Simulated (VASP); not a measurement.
# Ba4Ti4O11 (P1) in VASP: single point with r2SCAN

Aim: the single point of Ba4Ti4O11 with r2SCAN.

All numbers are computed with VASP 6.6.1; they aren't measurements. Logs are shortened: lines on timing, memory, paths and dates and some standing lists are left out, and cuts for length are marked.

## Step 1: The cell of the first run

The typed cell holds 19 atoms: a = 6.962 Å, b = 6.952 Å, c = 6.942 Å, α = 109.87°, β = 108.76°, γ = 109.73°.

## Step 2: Single point, r2SCAN

Contents of POSCAR:

```
Ba4Ti4O11
1.0
    4.0573140353      4.0082879872     -3.9927338580
   -4.0460786409      3.9997642978      3.9953528739
    4.0402490105     -3.9970525928      3.9871034909
Ba Ti O
4 4 11
Direct
    0.4977126674      0.5030782925      0.0031815444
    0.4983271526      0.0016095921      0.5015068019
    1.0004615814      1.0050937914      1.0030425895
    0.0006418376      0.5036567406      0.5015420818
    0.5070654330      0.4999357151      0.5209970357
    0.5045197269      1.0156843943      1.0038059680
   -0.0116967380      0.9914011722      0.4950671962
   -0.0066000471      0.5070000149      0.9855144077
    0.4959330783      0.2544449121      0.2504070857
    0.4943357726      0.7477764774      0.7421629592
    1.0045139258      0.7521428739      0.2558402485
    1.0059028072      0.2587214867      0.7639162319
    0.7469868668      0.7539973309      0.4992547788
    0.7530147001      0.2524411920      0.0066021907
    0.2505229211      0.2600766741      0.4966883688
    0.2496431162      0.7463991692      0.0092660395
    0.2524026562      0.0034709597      0.7552699238
    0.7522832131      0.0033465937      0.2550980905
    0.7499339483      0.5033764730      0.7529351637
```

Contents of INCAR.step1:

```
PREC = Accurate
ENCUT = 520
ISMEAR = 0
SIGMA = 0.1
LREAL = Auto
LASPH = T
NELM = 80
ISYM = 0
NBANDS = 92
GGA = PE
ALGO = Normal
EDIFF = 1E-4
LWAVE = T
LCHARG = F
```

Contents of INCAR.step2:

```
PREC = Accurate
ENCUT = 520
EDIFF = 1E-6
ISMEAR = 0
SIGMA = 0.1
LREAL = Auto
LASPH = T
NELM = 80
ALGO = Normal
ISIF = 2
LWAVE = F
LCHARG = T
METAGGA = R2SCAN
LMIXTAU = T
LELF = T
LVHAR = T
ISYM = 0
NBANDS = 92
ISTART = 1
```

Contents of KPOINTS:

```
Automatic mesh
0
Gamma
  3 2 2
  0 0.5 0.5
```

Potentials or basis: VASP PAW PBE potentials, release 64 (Ba_sv, Ti_sv, O).

Command:

```bash
cat potpaw_PBE.64/Ba_sv/POTCAR potpaw_PBE.64/Ti_sv/POTCAR potpaw_PBE.64/O/POTCAR > POTCAR
cp INCAR.step1 INCAR
mpirun -np 1 vasp_std > vasp.out
cp INCAR.step2 INCAR
mpirun -np 1 vasp_std > vasp.out
```

OUTCAR:

```text
PREC = Accurate
   ENCUT = 520
   EDIFF = 1E-6
   ISMEAR = 0
   LREAL = Auto
   LASPH = T
   NELM = 80
   ISIF = 2
   METAGGA = R2SCAN
   ISYM = 0
   ISTART = 1

 ion  position               nearest neighbor table
   1  0.498  0.503  0.003-  16 2.80  12 2.80  13 2.82   9 2.82  17 2.83  18 2.83  19 2.84  10 2.88
                            15 2.88  14 2.88  11 2.89   5 3.36   6 3.41   7 3.41   8 3.48   8 3.48
   2  0.498  0.002  0.502-  16 2.80  10 2.81  11 2.82  13 2.82  17 2.82  18 2.83  19 2.84   9 2.87
                            14 2.87  15 2.88  12 2.90   5 3.40   6 3.44   8 3.44   7 3.45   6 3.50
   3  0.000  0.005  0.003-  12 2.80  15 2.80  14 2.81  17 2.82   9 2.83  18 2.83  19 2.84  13 2.86
                            11 2.88  10 2.89  16 2.89   8 3.41   5 3.44   7 3.47   7 3.48   6 3.48
   4  0.001  0.504  0.502-  15 2.81  11 2.81  14 2.81  10 2.82  17 2.83  18 2.83  19 2.84  13 2.87
                             9 2.88  12 2.89  16 2.89   8 3.37   7 3.44   6 3.44   5 3.47   5 3.49
   5  0.507  0.500  0.521-  15 1.90  19 1.91  10 1.93   9 2.02  13 2.07   1 3.36   2 3.40   3 3.44
                             4 3.47   4 3.49   3 3.53   2 3.56   1 3.58
   6  0.505  0.016  0.004-  14 1.93   9 1.97  17 1.98  18 2.07  10 2.07  16 2.12   1 3.41   4 3.44
                             2 3.44   3 3.48   3 3.48   2 3.50   4 3.52   1 3.55
   7  0.988  0.991  0.495-  13 1.93  11 1.98  18 1.98  12 2.07  17 2.08  15 2.12   1 3.41   4 3.44
                             2 3.45   3 3.47   3 3.48   2 3.51   4 3.52   1 3.55
   8  0.993  0.507  0.986-  16 1.90  19 1.91  12 1.93  11 2.02  14 2.07   4 3.37   3 3.41   2 3.44
                             1 3.48   1 3.48   2 3.52   3 3.55   4 3.57
   9  0.496  0.254  0.250-   6 1.97   5 2.02   1 2.82   3 2.83   2 2.87   4 2.88
  10  0.494  0.748  0.742-   5 1.93   6 2.07   2 2.81   4 2.82   1 2.88   3 2.89
  11  0.005  0.752  0.256-   7 1.98   8 2.02   4 2.81   2 2.82   3 2.88   1 2.89
  12  0.006  0.259  0.764-   8 1.93   7 2.07   3 2.80   1 2.80   4 2.89   2 2.90
  13  0.747  0.754  0.499-   7 1.93   5 2.07   1 2.82   2 2.82   3 2.86   4 2.87
  14  0.753  0.252  0.007-   6 1.93   8 2.07   4 2.81   3 2.81   2 2.87   1 2.88
  15  0.251  0.260  0.497-   5 1.90   7 2.12   3 2.80   4 2.81   1 2.88   2 2.88
  16  0.250  0.746  0.009-   8 1.90   6 2.12   1 2.80   2 2.80   4 2.89   3 2.89
  17  0.252  0.003  0.755-   6 1.98   7 2.08   2 2.82   3 2.82   1 2.83   4 2.83
  18  0.752  0.003  0.255-   7 1.98   6 2.07   3 2.83   2 2.83   1 2.83   4 2.83
  19  0.750  0.503  0.753-   5 1.91   8 1.91   3 2.84   4 2.84   2 2.84   1 2.84

IMPORTANT INFORMATION: All symmetrisations will be switched off!
NOSYMM: (Re-)initialisation of all symmetry stuff for point group C_1.

----------------------------------------------------------------------------------------

                                     Primitive cell

  volume of cell :     258.8134

  direct lattice vectors                    reciprocal lattice vectors
     4.057314035  4.008287987 -3.992733858     0.123320954  0.124701273  0.000047700
    -4.046078641  3.999764298  3.995352874    -0.000086131  0.124833473  0.125232252
[... 117 lines left out ...]
   IALGO  =     38    algorithm
   IMIX   =      4    mixing-type and parameters
     AMIX     =   0.40;   BMIX     =  1.00
     AMIX_MAG =   1.60;   BMIX_MAG =  1.00
  volume/ion in A,a.u.               =      13.62        91.92
  Fermi-wavevector in a.u.,A,eV,Ry     =   1.376954  2.602066 25.796687  1.896003
  Thomas-Fermi vector in A             =   2.502152
   LORBIT       =      0    0 simple, 1 ext, 2 COOP (PROOUT), +10 PAW based schemes
   METAGGA = R2SCAN    functional components
   LHFCALC =     F    Hartree Fock is set to
   AEXX    =    0.0000 exact exchange contribution
   IVDW    =     0    specifies the selected vdW correction
   LEPSILON=     F    determine dielectric tensor
   LRPA    =     F    only Hartree local field effects (RPA)
 non-spin polarized calculation
 Gauss-broadening in eV      SIGMA  =   0.10
  energy-cutoff  :      520.00
  volume of cell :      258.81
 maximum number of plane-waves:      6976
 NGX is ok and might be reduce to    54
   NGX = 25   NGY = 25   NGZ = 25

 number of electron     154.0000017 magnetization

 Free energy of the ion-electron system (eV)
  ---------------------------------------------------
  ext. energy  EPLUGINS =         0.00000000
  ---------------------------------------------------
  free energy    TOTEN  =      -284.98479927 eV

  energy without entropy =     -284.94031334  energy(sigma->0) =     -284.96255631

 E-fermi :   6.1029     XC(G=0): -11.6686

 val. band max:        6.0814429625   @ k =  -0.3333  -0.2500   0.2500
 cond. band min:       6.1388174716   @ k =  -0.3333   0.2500   0.2500
 fundamental gap:      0.0573745091
 Fermi energy:         6.1028716511

 k-point     1 :       0.0000    0.2500    0.2500
  band No.  band energies     occupation
      1     -55.0787      2.00000
      2     -55.0727      2.00000
      3     -54.7775      2.00000
      4     -54.7675      2.00000
      5     -30.3101      2.00000
      6     -30.3067      2.00000
[... 541 lines left out ...]
     88       8.0619      0.00000
     89       8.0964      0.00000
 [bands above 89 left out]

------------------------ aborting loop because EDIFF is reached ----------------------------------------

  FORCE on cell =-STRESS in cart. coord.  units (eV):
  Direction    XX          YY          ZZ          XY          YZ          ZX
  --------------------------------------------------------------------------------------
  -------------------------------------------------------------------------------------
  Total        2.9392957      2.8345389      2.8910153      0.0461874     -0.0011818     -0.0171066
  in kB       18.1956333     17.5471393     17.8967551      0.2859218     -0.0073162     -0.1058981
  external PRESSURE =      17.8798426 kB  Pullay stress =       0.0000000 kB

 VOLUME and BASIS-vectors are now :
 -----------------------------------------------------------------------------
  energy-cutoff  :      520.00
  volume of cell :      258.81
      direct lattice vectors                 reciprocal lattice vectors
     4.057314035  4.008287987 -3.992733858     0.123320954  0.124701273  0.000047700
    -4.046078641  3.999764298  3.995352874    -0.000086131  0.124833473  0.125232252
     4.040249011 -3.997052593  3.987103491     0.123581410 -0.000214387  0.125365047

 POSITION                                       TOTAL-FORCE (eV/Angst)
 -----------------------------------------------------------------------------------
     -0.00326      3.99445      0.03543         0.001740     -0.008874      0.017610
      4.04157     -0.00067      0.01630         0.003107     -0.024637     -0.020612
     -0.00644      0.01006      0.03064        -0.009579      0.016247      0.034454
     -0.00888      0.01239      4.00942        -0.004386      0.029404     -0.035841
      2.13950      1.94964      2.05011        -0.173776      0.081288     -0.045646
      1.99891      2.06978     -1.93657         0.036297     -0.032709     -0.055786
[... 11 lines left out ...]
      4.06937      2.00911     -1.97319        -0.009452     -0.005323      0.008665
      4.04806      2.00982      2.01891         0.031425     -0.003518      0.002463
 -----------------------------------------------------------------------------------
    total drift:                                0.011728      0.000336      0.006481

  FREE ENERGIE OF THE ION-ELECTRON SYSTEM (eV)
  ---------------------------------------------------
  free  energy   TOTEN  =      -284.9847992722 eV

  energy  without entropy=     -284.9403133409  energy(sigma->0) =     -284.96255631
```

Wall time 11 min (1 thread of Intel Xeon Platinum 8559C (Emerald Rapids), shared host); peak memory 0.48 GiB.

What came out:

- Free energy: -284.9848 eV
- Pressure: 1.8 GPa
- Largest force: 0.197 eV/Å
- Band gap on the k mesh: zero (bands 77 and 78 overlap by 0.09 eV)

Forces in eV/Å, atoms in the order of the input:
```
Ba   0.002 -0.009  0.018
Ba   0.003 -0.025 -0.021
Ba  -0.010  0.016  0.034
Ba  -0.004  0.029 -0.036
Ti  -0.174  0.081 -0.046
Ti   0.036 -0.033 -0.056
Ti   0.040  0.042  0.019
Ti   0.134 -0.090  0.042
O    0.017 -0.004 -0.001
O    0.020  0.003  0.067
O   -0.035  0.003  0.011
O   -0.041  0.000 -0.077
O    0.012 -0.019  0.008
O   -0.008  0.017  0.007
O    0.019 -0.077  0.002
O   -0.013  0.085  0.011
O   -0.021 -0.012  0.004
O   -0.009 -0.005  0.009
O    0.031 -0.004  0.002
```

Caveat: the k points lie up to 0.49 Å⁻¹ apart; the PAW data sets were made with another functional, which shifts forces and pressure a little; spin-orbit coupling is left out, which moves the levels of the heavy elements; semilocal functionals often make such compounds metallic where correlation or magnetic order opens a gap, which also shifts bond lengths.

The gap in the log of VASP goes by the Fermi energy; the results here count the filled bands.